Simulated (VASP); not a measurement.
# ZrBr5 (F-43m) in VASP: notebook

Runs on ZrBr5. Level: PBE. Tasks: relaxation of cell and atoms, single point.

Program: VASP 6.6.1. These are calculated values, not measurements. Logs are shortened: lines on timing, memory, paths and dates and some standing lists are left out, and cuts for length are marked.

### 1 The cell of the first run

Symmetry: F-43m, No. 216, cubic system. Conventional cell: a = 8.949 Å, b = 8.949 Å, c = 8.949 Å, α = 90.00°, β = 90.00°, γ = 90.00°. Zr (site symmetry -43m) has 16 Br at 3.71 to 3.87 Å within 4.9 Å. Within 4.2 Å of Br (site symmetry 3m) lie 9 Br at 3.16 to 3.71 Å and 3 Zr at 3.71 Å. Within 4.9 Å of Br (site symmetry -43m) lie 12 Br at 3.71 Å and 4 Zr at 3.87 Å.

The cell was built from a structure type or drawn by symmetry, and may not be a known phase.

### 2 Relaxation of cell and atoms, PBE

The input, INCAR:

```
SYSTEM = ZrBr5
PREC = Accurate
ENCUT = 600
EDIFF = 1E-7
ISMEAR = 0
SIGMA = 0.1
LREAL = .FALSE.
LASPH = .TRUE.
NELM = 100
ALGO = Normal
ISIF = 3
LWAVE = .FALSE.
LCHARG = .FALSE.
GGA = PE
IBRION = 2
NSW = 100
EDIFFG = -0.01
```

The input, KPOINTS:

```
regular mesh
0
G
  8 8 8
  0 0 0
```

The input, POSCAR:

```
ZrBr5
1.0
    0.0000000000      4.4744004600      4.4744004600
    4.4744004600      0.0000000000      4.4744004600
    4.4744004600      4.4744004600      0.0000000000
Zr Br
1 5
Direct
    0.0000000000      0.0000000000      0.0000000000
    0.3752183100      0.8743450600      0.3752183100
    0.3752183100      0.3752183100      0.3752183100
    0.7500000000      0.7500000000      0.7500000000
    0.8743450600      0.3752183100      0.3752183100
    0.3752183100      0.3752183100      0.8743450600
```

Potentials or basis: VASP PAW PBE potentials, release 64 (Zr_sv, Br).

The run is started by

```sh
> cat potpaw_PBE.64/Zr_sv/POTCAR potpaw_PBE.64/Br/POTCAR > POTCAR
> mpirun -np 1 vasp_std > vasp.out
```

OUTCAR:

```text
SYSTEM = ZrBr5
   PREC = Accurate
   ENCUT = 600
   EDIFF = 1E-7
   ISMEAR = 0
   LREAL = .FALSE.
   LASPH = .TRUE.
   NELM = 100
   ISIF = 3
   GGA = PE
   IBRION = 2
   NSW = 100
   EDIFFG = -0.01

 ion  position               nearest neighbor table
   1  0.000  0.000  0.000-
   2  0.375  0.874  0.375-
   3  0.375  0.375  0.375-
   4  0.750  0.750  0.750-
   5  0.874  0.375  0.375-
   6  0.375  0.375  0.874-

  LATTYP: Found a face centered cubic cell.
 ALAT       =     8.9488009200

  Lattice vectors:

 A1 = (   0.0000000000,   4.4744004600,   4.4744004600)
 A2 = (   4.4744004600,   0.0000000000,   4.4744004600)
 A3 = (   4.4744004600,   4.4744004600,   0.0000000000)

Analysis of symmetry for initial positions (statically):
=====================================================================
 Subroutine PRICEL returns:
 Original cell was already a primitive cell.

 Routine SETGRP: Setting up the symmetry group for a
 face centered cubic supercell.

 Subroutine GETGRP returns: Found 24 space group operations
 (whereof 24 operations were pure point group operations)
 out of a pool of 48 trial point group operations.

The static configuration has the point symmetry T_d .

Analysis of symmetry for dynamics (positions and initial velocities):
=====================================================================
 Subroutine PRICEL returns:
 Original cell was already a primitive cell.

 Routine SETGRP: Setting up the symmetry group for a
 face centered cubic supercell.

 Subroutine GETGRP returns: Found 24 space group operations
 (whereof 24 operations were pure point group operations)
 out of a pool of 48 trial point group operations.

The dynamic configuration has the point symmetry T_d .

 Subroutine INISYM returns: Found 24 space group operations
 (whereof 24 operations are pure point group operations),
 and found     1 'primitive' translations

----------------------------------------------------------------------------------------

                                     Primitive cell

  volume of cell :     179.1573

  direct lattice vectors                    reciprocal lattice vectors
     0.000000000  4.474400460  4.474400460    -0.111746815  0.111746815  0.111746815
     4.474400460  0.000000000  4.474400460     0.111746815 -0.111746815  0.111746815
     4.474400460  4.474400460  0.000000000     0.111746815  0.111746815 -0.111746815

  length of vectors
     6.327757814  6.327757814  6.327757814     0.193551161  0.193551161  0.193551161

  position of ions in fractional coordinates (direct lattice)
     0.000000000  0.000000000  0.000000000
     0.375218310  0.874345060  0.375218310
     0.375218310  0.375218310  0.375218310
     0.750000000  0.750000000  0.750000000
     0.874345060  0.375218310  0.375218310
     0.375218310  0.375218310  0.874345060

  ion indices of the primitive-cell ions
   primitive index   ion index
                 1           1
                 2           2
                 3           3
                 4           4
                 5           5
                 6           6

----------------------------------------------------------------------------------------

 KPOINTS: regular mesh

Automatic generation of k-mesh.
 Grid dimensions read from file:
 generate k-points for:    8    8    8

 Generating k-lattice:

  Cartesian coordinates                     Fractional coordinates (reciprocal lattice)
    -0.013968352  0.013968352  0.013968352     0.125000000  0.000000000  0.000000000
     0.013968352 -0.013968352  0.013968352     0.000000000  0.125000000  0.000000000
     0.013968352  0.013968352 -0.013968352     0.000000000  0.000000000  0.125000000

  Length of vectors
     0.024193895  0.024193895  0.024193895

  Shift w.r.t. Gamma in fractional coordinates (k-lattice)
     0.000000000  0.000000000  0.000000000

 Subroutine IBZKPT returns following result:
 ===========================================

 Found     29 irreducible k-points:

 Following reciprocal coordinates:
            Coordinates               Weight
  0.000000  0.000000  0.000000      1.000000
  0.125000  0.000000  0.000000      8.000000
  0.250000  0.000000  0.000000      8.000000
  0.375000  0.000000  0.000000      8.000000
  0.500000  0.000000  0.000000      4.000000
  0.125000  0.125000  0.000000      6.000000
[... 16 lines left out ...]
  0.500000  0.250000  0.125000     48.000000
 -0.375000  0.250000  0.125000     24.000000
 [... further k-points ...]
   k-points           NKPTS =     29   k-points in BZ     NKDIM =     29   number of bands    NBANDS=     28
   number of dos      NEDOS =    301   number of ions     NIONS =      6
   total plane-waves  NPLWV = 157464
   dimension x,y,z NGX =    54 NGY =   54 NGZ =   54
   dimension x,y,z NGXF=   108 NGYF=  108 NGZF=  108
   ions per type =               1   5
   NGX,Y,Z   is equivalent  to a cutoff of  14.19, 14.19, 14.19 a.u.
   NGXF,Y,Z  is equivalent  to a cutoff of  28.37, 28.37, 28.37 a.u.
 SYSTEM =  ZrBr5
   PREC   = accura    normal or accurate (medium, high low for compatibility)
   ISTART =      0    job   : 0-new  1-cont  2-samecut
   ICHARG =      2    charge: 1-file 2-atom 10-const
   ISPIN  =      1    spin polarized calculation?
   LNONCOLLINEAR =      F non collinear calculations
   LSORBIT =      F    spin-orbit coupling
   LASPH  =      T    aspherical Exc in radial PAW
   ENCUT  =  600.0 eV  44.10 Ry    6.64 a.u.  12.64 12.64 12.64*2*pi/ulx,y,z
   NELM   =    100;   NELMIN=  2; NELMDL= -5     # of ELM steps
   EDIFF  = 0.1E-06   stopping-criterion for ELM
   LREAL  =      F    real-space projection
   EDIFFG = -.1E-01   stopping-criterion for IOM
   NSW    =    100    number of steps for IOM
   IBRION =      2    ionic relax: 0-MD 1-quasi-New 2-CG
   NFREE  =      1    steps in history (QN), initial steepest desc. (CG)
   ISIF   =      3    stress and relaxation
   ISYM   =      2    0-nonsym 1-usesym 2-fastsym
   POTIM  = 0.5000    time-step for ionic-motion
   TEBEG  =    0.0;   TEEND  =   0.0 temperature during run
   PSTRESS=    0.0 pullay stress
   NELECT =      47.0000    total number of electrons
   NUPDOWN=      -1.0000    fix difference up-down
   EMIN   =  10.00;   EMAX   =-10.00  energy-range for DOS
   EFERMI =   0.00;   METHOD = LEGACY
   ISMEAR =     0;   SIGMA  =   0.10  broadening in eV -4-tet -1-fermi 0-gaus
   EFERMI_NEDOS =   21; number of points for ismear=-14 and -15
   IALGO  =     38    algorithm
   IMIX   =      4    mixing-type and parameters
     AMIX     =   0.40;   BMIX     =  1.00
     AMIX_MAG =   1.60;   BMIX_MAG =  1.00
  volume/ion in A,a.u.               =      29.86       201.50
  Fermi-wavevector in a.u.,A,eV,Ry     =   1.048003  1.980439 14.943424  1.098311
  Thomas-Fermi vector in A             =   2.182907
   LORBIT       =      0    0 simple, 1 ext, 2 COOP (PROOUT), +10 PAW based schemes
   GGA     = PE    functional components
   LHFCALC =     F    Hartree Fock is set to
   AEXX    =    0.0000 exact exchange contribution
   IVDW    =     0    specifies the selected vdW correction
   LEPSILON=     F    determine dielectric tensor
   LRPA    =     F    only Hartree local field effects (RPA)
 conjugate gradient relaxation of ions
 non-spin polarized calculation
 Gauss-broadening in eV      SIGMA  =   0.10
  energy-cutoff  :      600.00
  volume of cell :      179.16
 maximum number of plane-waves:      6008
 NGX is ok and might be reduce to    54
   NGX = 25   NGY = 25   NGZ = 25

--------------------------------------- Ionic step        1  -------------------------------------------

 number of electron      47.0000004 magnetization

 Free energy of the ion-electron system (eV)
  ---------------------------------------------------
  ext. energy  EPLUGINS =         0.00000000
  ---------------------------------------------------
  free energy    TOTEN  =       -14.19555549 eV

  energy without entropy =      -14.14434103  energy(sigma->0) =      -14.16994826

------------------------ aborting loop because EDIFF is reached ----------------------------------------

  FORCE on cell =-STRESS in cart. coord.  units (eV):
  Direction    XX          YY          ZZ          XY          YZ          ZX
  --------------------------------------------------------------------------------------
  -------------------------------------------------------------------------------------
  Total       -4.4173796     -4.4173796     -4.4173796     -0.0000000     -0.0000000      0.0000000
  in kB      -39.5039714    -39.5039714    -39.5039714     -0.0000000     -0.0000000      0.0000000
  external PRESSURE =     -39.5039714 kB  Pullay stress =       0.0000000 kB
[... 105 lines left out ...]
  energy  without entropy=      -14.4712702453  energy(sigma->0) =      -14.49214373

--------------------------------------- Ionic step        4  -------------------------------------------

 number of electron      47.0000003 magnetization

 Free energy of the ion-electron system (eV)
  ---------------------------------------------------
  ext. energy  EPLUGINS =         0.00000000
  ---------------------------------------------------
  free energy    TOTEN  =       -14.51301694 eV

  energy without entropy =      -14.47143137  energy(sigma->0) =      -14.49222416

 E-fermi :   3.9114     XC(G=0):  -9.5246

 val. band max:        3.9084411858   @ k =   0.1250   0.0000   0.0000
 cond. band min:       3.9285407993   @ k =   0.5000   0.3750   0.0000
 fundamental gap:      0.0200996135
 Fermi energy:         3.9113531374

 k-point     1 :       0.0000    0.0000    0.0000
  band No.  band energies     occupation
      1     -47.6946      2.00000
      2     -25.5663      2.00000
      3     -25.5663      2.00000
      4     -25.5663      2.00000
      5     -12.4409      2.00000
      6     -10.3705      2.00000
[... 733 lines left out ...]
     27       4.3990      0.00000
     28       4.4784      0.00000

 [... further k-points ...]

------------------------ aborting loop because EDIFF is reached ----------------------------------------

  FORCE on cell =-STRESS in cart. coord.  units (eV):
  Direction    XX          YY          ZZ          XY          YZ          ZX
  --------------------------------------------------------------------------------------
  -------------------------------------------------------------------------------------
  Total        0.0558901      0.0558901      0.0558901      0.0000000      0.0000000      0.0000000
  in kB        0.5723553      0.5723553      0.5723553      0.0000000      0.0000000      0.0000000
  external PRESSURE =       0.5723553 kB  Pullay stress =       0.0000000 kB
[... 21 lines left out ...]
  FREE ENERGIE OF THE ION-ELECTRON SYSTEM (eV)
  ---------------------------------------------------
  free  energy   TOTEN  =       -14.5130169414 eV

  energy  without entropy=      -14.4714313715  energy(sigma->0) =      -14.49222416

 reached required accuracy - stopping structural energy minimisation
```

It took 9.2 min on 1 thread of Intel Xeon 6975P-C (Granite Rapids), shared host; peak memory 0.52 GiB.

Results:

| Quantity | Value |
| --- | --- |
| Free energy | -14.5130 eV |
| Relaxed volume | 26.08 Å³/atom |
| Relaxed cell | a = 6.048 Å, b = 6.048 Å, c = 6.048 Å, α = 60.00°, β = 60.00°, γ = 60.00° |
| Space group after relaxing (to 0.1 Å) | F-43m (No. 216) |
| Energy gained by relaxing | 52.9 meV/atom |
| Ionic steps | 4 |
| Pressure after relaxing | 0.1 GPa |
| Largest force after relaxing | 0.009 eV/Å |
| Band gap on the k mesh | zero (an odd number of electrons rules out a gap without spin polarisation) |

Forces on the atoms (eV/Å):
```
Zr   0.000  0.000  0.000
Br   0.005 -0.005  0.005
Br  -0.005 -0.005 -0.005
Br   0.000  0.000  0.000
Br  -0.005  0.005  0.005
Br   0.005  0.005 -0.005
```

Step by step:
```csv
step,energy change (eV),largest force (eV/Å),pressure (GPa),volume (Å³)
1,0.0000,0.0779,-3.95,179.16
2,-0.3046,0.0264,-0.98,160.74
3,-0.3175,0.0110,-0.05,156.88
4,-0.3175,0.0092,0.06,156.45
```

Final structure:
```
Zr Br
1.0
     0.00000    4.27678    4.27678
     4.27678    0.00000    4.27678
     4.27678    4.27678    0.00000
Zr Br
1 5
Direct
  0.00000 0.00000 0.00000
  0.37491 0.87526 0.37491
  0.37491 0.37491 0.37491
  0.75000 0.75000 0.75000
  0.87526 0.37491 0.37491
  0.37491 0.37491 0.87526
```

Levels at points of the mesh, in eV from the Fermi level:
```tsv
k point	band 22	band 23	band 24	band 25	band 26	band 27
(0.00, 0.00, 0.00)	0.37	0.37	0.37	0.48	0.58	0.58
(0.50, 0.00, 0.00)	-0.46	-0.08	-0.08	-0.03	0.52	0.52
(0.50, 0.50, 0.00)	-1.60	0.04	0.04	0.12	0.21	0.63
```

Caveat: an odd number of electrons without spin polarisation forces a metal; a magnetic or distorted state may lie lower.

### 3 Single point, PBE

The input, INCAR:

```
SYSTEM = ZrBr5
ALGO     = Normal         ! electronic algorithm
EDIFF    = 1E-6           ! SCF threshold, eV
ENCUT    = 520            ! plane-wave cutoff, eV
GGA      = PE             ! functional
ISIF     = 2              ! what is computed and relaxed
ISMEAR   = 0              ! smearing method
LASPH    = .TRUE.         ! aspherical terms in the spheres
LCHARG   = .TRUE.         ! write CHGCAR
LELF     = .TRUE.         ! ELF
LREAL    = .FALSE.        ! projectors in reciprocal space
LVHAR    = .TRUE.       
LWAVE    = .FALSE.        ! write WAVECAR
NBANDS   = 32             ! bands
NELM     = 100            ! most SCF steps
PREC     = Accurate       ! precision mode
SIGMA    = 0.1            ! smearing width, eV
```

The input, KPOINTS:

```
k-points
0
G
  4 4 4
  0 0 0
```

POSCAR is that of step 2.

Potentials or basis: VASP PAW PBE potentials, release 64 (Zr_sv, Br).

The run is started by

```sh
> cat potpaw_PBE.64/Zr_sv/POTCAR potpaw_PBE.64/Br/POTCAR > POTCAR
> mpirun -np 1 vasp_std > vasp.out
```

Wall time 35 s (1 thread of Intel Xeon 6975P-C (Granite Rapids), shared host); peak memory 0.32 GiB.

It converged, with:

```yaml
Free_energy: -14.2159 eV
Pressure: -4.0 GPa
Largest_force: 0.086 eV/Å
Band_gap_on_the_k_mesh: zero (an odd number of electrons rules out a gap without spin polarisation)
```

Forces in eV/Å, atoms in the order of the input:
```
Zr   0.000  0.000  0.000
Br   0.050 -0.050  0.050
Br  -0.050 -0.050 -0.050
Br   0.000  0.000  0.000
Br  -0.050  0.050  0.050
Br   0.050  0.050 -0.050
```

Levels at points of the mesh, in eV from the Fermi level:
```csv
k point,band 20,band 21,band 22,band 23,band 24,band 25,band 26,band 27
"(0.00, 0.00, 0.00)",-0.46,-0.46,0.27,0.27,0.27,0.43,0.43,0.43
"(0.50, 0.00, 0.00)",-1.10,-1.10,-0.44,-0.09,-0.09,-0.03,0.38,0.38
"(0.50, 0.50, 0.00)",-1.39,-1.27,-1.27,0.00,0.00,0.05,0.13,0.47
```

Caveat: the cell stands under tension; an odd number of electrons without spin polarisation forces a metal; a magnetic or distorted state may lie lower.
